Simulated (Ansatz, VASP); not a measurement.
ZnS: VASP beside Ansatz

The input INCAR:

```
SYSTEM = ZnS
PREC     = Accurate       ! precision mode
ENCUT    = 520            ! plane-wave cutoff, eV
EDIFF    = 1E-6           ! SCF threshold, eV
ISMEAR   = -1             ! smearing method
SIGMA    = 0.01           ! smearing width, eV
LREAL    = .False.        ! projectors in reciprocal space
LASPH    = .True.         ! aspherical terms in the spheres
NELM     = 60             ! most SCF steps
ALGO     = Normal         ! electronic algorithm
ISIF     = 2              ! what is computed and relaxed
LWAVE    = .False.        ! write WAVECAR
LCHARG   = .False.        ! write CHGCAR
GGA      = PS             ! functional
NBANDS   = 16             ! bands
```

KPOINTS

```
Automatic mesh
0
Gamma
  9 9 9
  0 0 0
```

The input POSCAR:

```
ZnS
1.0
    0.0000000000      2.7316965000      2.7046500000
    2.7316965000      0.0000000000      2.7046500000
    2.7316965000      2.7316965000      0.0000000000
Zn S
1 1
Direct
    0.0000000000      0.0000000000      0.0000000000
    0.7500000000      0.7500000000      0.7500000000
```

Input for Ansatz:

```yaml
crystal:
  lattice:
    - [0.0, 2.7316965, 2.70465]
    - [2.7316965, 0.0, 2.70465]
    - [2.7316965, 2.7316965, 0.0]
  atoms:
    - { symbol: Zn, position: [0.0, 0.0, 0.0] }
    - { symbol: S, position: [0.75, 0.75, 0.75] }
kpoints:
  mp_grid: { grid: [9, 9, 9] }
  band_path:
    path:
      - [0.0, 0.0, 0.0]
      - [0.0, 0.5, 0.5]
      - [0.25, 0.75, 0.5]
      - [0.0, 0.5, 0.0]
      - [0.0, 0.0, 0.0]
      - [0.5, 0.5, 0.0]
      - [0.3775125, 0.6224875, 0.0]
      - [-0.3775125, 0.3775125, 0.0]
      - [0.0, 0.0, 0.0]
    npoints: 5
scf:
  occupations: { method: fermi_dirac, width: 0.01 }
hamiltonian:
  xc: pbesol
  pseudopotentials: { kind: all_electron, lapw: { basis_error: 0.00025 } }
output:
  forces: true
  stress: true
  eigenvalues: true
```

Change from the starting cell: equal xx and yy strain of +1 %.

Alike in both runs: task single point; functional PBEsol; k mesh 9 × 9 × 9; occupations fermi-dirac, width 0.01 eV; no spin polarisation.

|  | VASP | Ansatz |
| --- | --- | --- |
| version | VASP 6.6.1 | Ansatz 0.2.0 |
| potentials or method | VASP PAW PBE potentials, release 64 (Zn, S), cutoff 520 eV | all-electron LAPW, scalar-relativistic |

|  | VASP | Ansatz | Ansatz less VASP |
| --- | --- | --- | --- |
| gap on the k mesh at the Fermi level (eV) | 1.86 | 1.86 | -0.001 |
| pressure (GPa) | -3.3 | -3.5 | -0.16 |
| traceless stress, the component that is largest in VASP (GPa) | 0.28 | 0.29 | +0.002 |

VASP's potentials were made for PBE, not for PBEsol. Ansatz ran all-electron here, and VASP with PAW potentials.
